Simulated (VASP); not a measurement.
Al: single point with LDA

Al:

```xyz
1
Lattice="0.0000 1.9916 1.9916 1.9916 0.0000 1.9916 1.9916 1.9916 0.0000" Properties=species:S:1:pos:R:3 pbc="T T T"
Al    0.0000    0.0000    0.0000
```

* Program: VASP 6.6.1
* Task: single point
* Functional: LDA
* Potentials or basis: VASP PAW LDA potentials, release 64 (Al)
* Cutoff: 520 eV
* k mesh: 14 × 14 × 14
* Occupations: fermi-dirac, width 0.1 eV
* Spin: no spin polarisation

```
Pressure : 0.0 GPa
```

Levels at points of the mesh, in eV from the Fermi level:
| k point | band 1 | band 2 | band 3 | band 4 |
| --- | --- | --- | --- | --- |
| (0.00, 0.00, 0.00) | -11.38 | 12.83 | 12.83 | 12.83 |
| (0.50, 0.00, 0.00) | -4.70 | -4.44 | 11.65 | 11.65 |
| (0.50, 0.50, 0.00) | -2.98 | -1.60 | 5.32 | 5.76 |

Run time: 5.2 s on 1 thread of Intel Xeon 6975P-C, with other jobs on the host, peak memory 0.12 GiB.
